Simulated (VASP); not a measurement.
Write the native input for VASP 6.6.1 that does the following.

```yaml
Task: single point
Functional: PBE
Potentials_or_basis: VASP PAW PBE potentials, release 64 (Zr_sv, C)
Cutoff: 600 eV
k_mesh: 6 × 6 × 4
Occupations: gaussian, width 0.1 eV
Spin: no spin polarisation
Dipole_correction: no
Further_INCAR_settings: ALGO = Normal; EDIFF = 1e-06; NBANDS = 20
```

The structure of ZrC3 lies in POSCAR:

```
ZrC3
1.0
    4.0166039365      0.0000000000      0.0000000000
   -2.0083019682      3.4784810459      0.0000000000
    0.0000000000      0.0000000000      4.3846721493
Zr C
1 3
Direct
    0.0000000000      0.0000000000      0.0000000000
    0.0000000000      0.0000000000      0.5000000000
    0.3333333333      0.6666666667      0.0000000000
    0.6666666667      0.3333333333      0.0000000000
```

These files were run (other wordings do the same):

INCAR

```
  PREC = Accurate
  ENCUT = 600
  EDIFF = 1E-6
  ISMEAR = 0
  SIGMA = 0.1
  LREAL = F
  LASPH = T
  NELM = 120
  ALGO = Normal
  ISIF = 2
  LWAVE = F
  LCHARG = F
  GGA = PE
  NBANDS = 20
  GGA_COMPAT = F
```

KPOINTS

```
regular mesh
0
Gamma
  6 6 4
```

Potentials or basis: VASP PAW PBE potentials, release 64 (Zr_sv, C).

Run with:

```bash
$ cat potpaw_PBE.64/Zr_sv/POTCAR potpaw_PBE.64/C/POTCAR > POTCAR
$ mpirun -np 1 vasp_std > vasp.out
```

Results of the run:

```yaml
Pressure: 0.3 GPa
Band_gap_on_the_k_mesh: zero (bands 12 and 13 overlap by 1.10 eV)
```

Wall time 59 s on 1 thread of Intel Xeon 8259CL, on a shared host, peak memory 0.19 GiB.
